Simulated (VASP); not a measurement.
A run of VASP 6.6.1 is set up as follows.

INCAR

```
PREC = Accurate
ENCUT = 600
EDIFF = 1E-7
ISMEAR = 0
SIGMA = 0.2
LREAL = F
LASPH = T
NELM = 200
ALGO = Normal
ISIF = 3
LWAVE = F
LCHARG = F
GGA = PE
IBRION = 2
NSW = 36
EDIFFG = -0.08
GGA_COMPAT = F
NELMIN = 4
LMAXMIX = 6
```

KPOINTS

```
regular mesh
0
Gamma
  6 6 2
```

POSCAR

```
Ho2O
1.0
    2.8395804200     -1.6422485700      0.0000000000
    2.8395804200      1.6422485700      0.0000000000
   -1.8995435300      0.0000000000     12.1699594900
Ho O
4 2
Direct
    0.8741063000      0.8741063000      0.6359474700
    0.7161492300      0.7161492300      0.1342732400
    0.1258937000      0.1258937000      0.3640525300
    0.2838507700      0.2838507700      0.8657267600
    0.4215499000      0.4215499000      0.2493167400
    0.5784501000      0.5784501000      0.7506832600
```

Potentials or basis: VASP PAW PBE potentials, release 64 (Ho_3, O), 4f in core.

Launch:

```bash
$ cat potpaw_PBE.64/Ho_3/POTCAR potpaw_PBE.64/O/POTCAR > POTCAR
$ mpirun -np 1 vasp_std > vasp.out
```

**Question.** Estimate the relaxed cell.

**Answer.** a = 3.488 Å, b = 3.488 Å, c = 11.614 Å, α = 98.58°, β = 98.58°, γ = 60.15°.

**Question.** What does it give for the space group after relaxing (to 0.1 Å)?

**Answer.** C2/m (No. 12).

**Question.** Estimate the band gap on the k mesh.

**Answer.** Zero (bands 24 and 25 overlap by 0.63 eV).

Final structure:
```cif
data_structure
_symmetry_space_group_name_H-M 'P 1'
_symmetry_Int_Tables_number 1
_cell_length_a 3.4876
_cell_length_b 3.4876
_cell_length_c 11.6142
_cell_angle_alpha 98.583
_cell_angle_beta 98.583
_cell_angle_gamma 60.151
_cell_volume 120.69
loop_
_atom_site_label
_atom_site_type_symbol
_atom_site_fract_x
_atom_site_fract_y
_atom_site_fract_z
_atom_site_occupancy
Ho1 Ho 0.87310 0.87310 0.63246 1
Ho2 Ho 0.71533 0.71533 0.13240 1
Ho3 Ho 0.12690 0.12690 0.36754 1
Ho4 Ho 0.28467 0.28467 0.86760 1
O1 O 0.42149 0.42149 0.24982 1
O2 O 0.57851 0.57851 0.75018 1
```

Caveat: the k points lie up to 0.35 Å⁻¹ apart in the final cell, too coarse for converged energies and pressures of a metal; spin-orbit coupling is left out, which moves the levels of the heavy elements; the 4f electrons are frozen in the core, so they carry no moment and show no levels; the run has no spin polarisation, though such a crystal can be magnetic. Spin polarisation is off, so any magnetic state and its effect on volume and gap are missing.
